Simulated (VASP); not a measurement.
# GaP (I-4m2) in VASP: notebook, part 2 of 2

VASP 6.6.1. Earlier steps stand in the parts before.

## Step 3: Single point, PBE (strain -0.0150 x Voigt [0, 1, 0, 0, 0, 0])

Contents of INCAR:

```
SYSTEM = GaP
PREC = Accurate ; ENCUT = 520
EDIFF = 1E-6 ; ISMEAR = 0
SIGMA = 0.05 ; LREAL = .False.
LASPH = .True. ; NELM = 60
ALGO = Normal ; ISIF = 2
LWAVE = .False. ; LCHARG = .False.
GGA = PE ; NBANDS = 16
```

Contents of KPOINTS:

```
Automatic mesh
0
Gamma
  8 8 8
  0 0 0
```

Contents of POSCAR:

```
GaP
1.0
    0.0000000000      2.6843712500      2.7252500000
    2.7252500000      0.0000000000      2.7252500000
    2.7252500000      2.6843712500      0.0000000000
Ga P
1 1
Direct
    0.0000000000      0.0000000000      0.0000000000
    0.7500000000      0.7500000000      0.7500000000
```

Potentials or basis: VASP PAW PBE potentials, release 64 (Ga_d, P).

The run is started by

```
$ cat potpaw_PBE.64/Ga_d/POTCAR potpaw_PBE.64/P/POTCAR > POTCAR
$ mpirun -np 1 vasp_std > vasp.out
```

OUTCAR:

```text
SYSTEM = GaP
   PREC = Accurate
   ENCUT = 520
   EDIFF = 1E-6
   ISMEAR = 0
   LREAL = .False.
   LASPH = .True.
   NELM = 60
   ISIF = 2
   GGA = PE

 ion  position               nearest neighbor table
   1  0.000  0.000  0.000-   2 2.35   2 2.35   2 2.35   2 2.35
   2  0.750  0.750  0.750-   1 2.35   1 2.35   1 2.35   1 2.35

  LATTYP: Found a body centered tetragonal cell.
 ALAT       =     3.8540855109
 C/A-ratio  =     1.3930003589

  Lattice vectors:

 A1 = (   0.0000000000,  -2.6843712500,   2.7252500000)
 A2 = (   0.0000000000,  -2.6843712500,  -2.7252500000)
 A3 = (   2.7252500000,   2.6843712500,   0.0000000000)

Analysis of symmetry for initial positions (statically):
=====================================================================
 Subroutine PRICEL returns:
 Original cell was already a primitive cell.

 Routine SETGRP: Setting up the symmetry group for a
 body centered tetragonal supercell.

 Subroutine GETGRP returns: Found  8 space group operations
 (whereof  8 operations were pure point group operations)
 out of a pool of 16 trial point group operations.

The static configuration has the point symmetry D_2d.

Analysis of symmetry for dynamics (positions and initial velocities):
=====================================================================
 Subroutine PRICEL returns:
 Original cell was already a primitive cell.

 Routine SETGRP: Setting up the symmetry group for a
 body centered tetragonal supercell.

 Subroutine GETGRP returns: Found  8 space group operations
 (whereof  8 operations were pure point group operations)
 out of a pool of 16 trial point group operations.

The dynamic configuration has the point symmetry D_2d.

 Subroutine INISYM returns: Found  8 space group operations
 (whereof  8 operations are pure point group operations),
 and found     1 'primitive' translations

----------------------------------------------------------------------------------------

[... 106 lines left out ...]
   EFERMI =   0.00;   METHOD = LEGACY
   ISMEAR =     0;   SIGMA  =   0.05  broadening in eV -4-tet -1-fermi 0-gaus
   EFERMI_NEDOS =   21; number of points for ismear=-14 and -15
   IALGO  =     38    algorithm
   IMIX   =      4    mixing-type and parameters
     AMIX     =   0.40;   BMIX     =  1.00
     AMIX_MAG =   1.60;   BMIX_MAG =  1.00
  volume/ion in A,a.u.               =      19.94       134.54
  Fermi-wavevector in a.u.,A,eV,Ry     =   1.255848  2.373209 21.458502  1.577155
  Thomas-Fermi vector in A             =   2.389585
   LORBIT       =      0    0 simple, 1 ext, 2 COOP (PROOUT), +10 PAW based schemes
   GGA     = PE    functional components
   LHFCALC =     F    Hartree Fock is set to
   AEXX    =    0.0000 exact exchange contribution
   IVDW    =     0    specifies the selected vdW correction
   LEPSILON=     F    determine dielectric tensor
   LRPA    =     F    only Hartree local field effects (RPA)
 non-spin polarized calculation
 Gauss-broadening in eV      SIGMA  =   0.05
  energy-cutoff  :      520.00
  volume of cell :       39.87
 maximum number of plane-waves:      1088
   NGX = 15   NGY = 15   NGZ = 15

 number of electron      17.9999998 magnetization

 Free energy of the ion-electron system (eV)
  ---------------------------------------------------
  ext. energy  EPLUGINS =         0.00000000
  ---------------------------------------------------
  free energy    TOTEN  =        -9.10278105 eV

  energy without entropy =       -9.10278105  energy(sigma->0) =       -9.10278105

 E-fermi :   5.1385     XC(G=0):  -9.9023

 val. band max:        4.8636223278   @ k =   0.0000   0.0000   0.0000
 cond. band min:       6.3337711225   @ k =   0.3750   0.0000   0.3750
 fundamental gap:      1.4701487947
 Fermi energy:         5.1385098522

 k-point     1 :       0.0000    0.0000    0.0000
  band No.  band energies     occupation
      1      -9.7710      2.00000
      2      -9.7710      2.00000
      3      -9.7663      2.00000
      4      -9.6663      2.00000
      5      -9.6640      2.00000
      6      -7.7981      2.00000
[... 433 lines left out ...]
      3      -9.7409      2.00000
      4      -9.6732      2.00000
      5      -9.6535      2.00000
      6      -6.2927      2.00000
[... 8 lines left out ...]
     15      15.7412      0.00000
     16      15.7581      0.00000

 [... further k-points ...]
[... 5 lines left out ...]
  --------------------------------------------------------------------------------------
  -------------------------------------------------------------------------------------
  Total        0.8507828      1.1202605      0.8507828      0.0000000     -0.0000000      0.0000000
  in kB       34.1856618     45.0136608     34.1856618      0.0000000     -0.0000000      0.0000000
  external PRESSURE =      37.7949948 kB  Pullay stress =       0.0000000 kB

 VOLUME and BASIS-vectors are now :
 -----------------------------------------------------------------------------
  energy-cutoff  :      520.00
  volume of cell :       39.87
      direct lattice vectors                 reciprocal lattice vectors
     0.000000000  2.684371250  2.725250000    -0.183469406  0.186263357  0.183469406
     2.725250000  0.000000000  2.725250000     0.183469406 -0.186263357  0.183469406
     2.725250000  2.684371250  0.000000000     0.183469406  0.186263357 -0.183469406

 POSITION                                       TOTAL-FORCE (eV/Angst)
 -----------------------------------------------------------------------------------
      0.00000      0.00000      0.00000         0.000000      0.000000      0.000000
      4.08788      4.02656      4.08788        -0.000000     -0.000000     -0.000000
 -----------------------------------------------------------------------------------
    total drift:                               -0.000001     -0.000011     -0.000001

  FREE ENERGIE OF THE ION-ELECTRON SYSTEM (eV)
  ---------------------------------------------------
  free  energy   TOTEN  =        -9.1027810454 eV

  energy  without entropy=       -9.1027810454  energy(sigma->0) =       -9.10278105
```

OSZICAR:

```text
N       E                     dE             d eps       ncg     rms          rms(c)
DAV:   1     0.813274180841E+02    0.81327E+02   -0.89063E+03  1944   0.162E+03
DAV:   2    -0.320888788717E+01   -0.84536E+02   -0.80785E+02  2152   0.308E+02
DAV:   3    -0.927768450071E+01   -0.60688E+01   -0.60492E+01  2368   0.655E+01
DAV:   4    -0.937494704995E+01   -0.97263E-01   -0.97228E-01  2432   0.883E+00
DAV:   5    -0.937680129657E+01   -0.18542E-02   -0.18541E-02  2424   0.108E+00    0.432E+00
DAV:   6    -0.913043954809E+01    0.24636E+00   -0.37887E-01  2944   0.107E+01    0.287E+00
DAV:   7    -0.910197791683E+01    0.28462E-01   -0.98168E-02  2576   0.213E+00    0.113E+00
DAV:   8    -0.910224695928E+01   -0.26904E-03   -0.13492E-02  2256   0.141E+00    0.211E-01
DAV:   9    -0.910264459118E+01   -0.39763E-03   -0.13230E-03  2472   0.491E-01    0.786E-02
DAV:  10    -0.910271262697E+01   -0.68036E-04   -0.11156E-04  2896   0.121E-01    0.377E-02
DAV:  11    -0.910278134335E+01   -0.68716E-04   -0.92708E-05  2312   0.788E-02    0.504E-03
DAV:  12    -0.910278104539E+01    0.29795E-06   -0.25126E-06  2200   0.204E-02
   1 F= -.91027810E+01 E0= -.91027810E+01  d E =-.411587E-17
```

stdout:

```text
POSCAR found type information on POSCAR GaP
 POSCAR found :  2 types and       2 ions
 scaLAPACK will be used
 LDA part: xc-table for (Slater+PW92), standard interpolation
 POSCAR, INCAR and KPOINTS ok, starting setup
 FFT: planning ... GRIDC
 FFT: planning ... GRID_SOFT
 FFT: planning ... GRID
 WAVECAR not read
 entering main loop
```

It took 25 s on 1 thread of Intel Xeon Platinum 8488C (Sapphire Rapids), shared host; peak memory 0.18 GiB.

Results:

```yaml
Free_energy: -9.1028 eV
Pressure: 3.8 GPa
Band_gap_on_the_k_mesh: 1.47 eV, indirect (least direct gap 1.89 eV)
```

Levels at points of the mesh, in eV from the valence-band top:
```
           k point  band 5  band 6  band 7  band 8  band 9  band 10  band 11  band 12  band 13  band 14
(0.00, 0.00, 0.00)  -14.53  -12.66   -0.08   -0.08    0.00     1.89     3.81     3.84     3.84     8.81
(0.50, 0.00, 0.00)  -14.52  -10.55   -6.77   -1.26   -1.13     1.66     4.60     4.73     8.26    10.94
(0.50, 0.50, 0.00)  -14.51   -9.65   -6.91   -2.76   -2.75     1.60     1.80    10.63    10.65    11.23
(0.50, 0.00, 0.50)  -14.50   -9.58   -6.81   -2.86   -2.86     1.50     1.65    10.65    10.65    11.37
```

Caveat: the cell differs from its parent crystal (strain -0.0150 x Voigt [0, 1, 0, 0, 0, 0]). A k mesh can miss the band edges.
